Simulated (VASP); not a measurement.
Input of a VASP 6.6.1 run:

The input INCAR:

```
SYSTEM = C
  PREC = Accurate
  ENCUT = 520
  EDIFF = 1E-7
  ISMEAR = -1
  SIGMA = 0.05
  LREAL = .FALSE.
  LASPH = .TRUE.
  NELM = 80
  ALGO = Normal
  ISIF = 2
  LWAVE = .FALSE.
  LCHARG = .FALSE.
  NBANDS = 11
```

Contents of KPOINTS:

```
Automatic mesh
0
G
  12 12 3
  0 0 0
```

POSCAR

```
C
1.0
    2.5043425914      0.0000000000      0.0000000000
   -1.2521712957      2.1688243040      0.0000000000
    0.0000000000      0.0000000000      8.6909792017
C
2
Direct
    0.6666666667      0.3333333333      0.0000000000
    0.3333333333      0.6666666667      0.0000000000
```

Potentials or basis: VASP PAW LDA potentials, release 64 (C).

Command:

```sh
$ cat potpaw_LDA.64/C/POTCAR > POTCAR
$ mpirun -np 1 vasp_std > vasp.out
```

Task: Estimate the band gap on the k mesh.

Result: Zero (filled and empty bands touch).
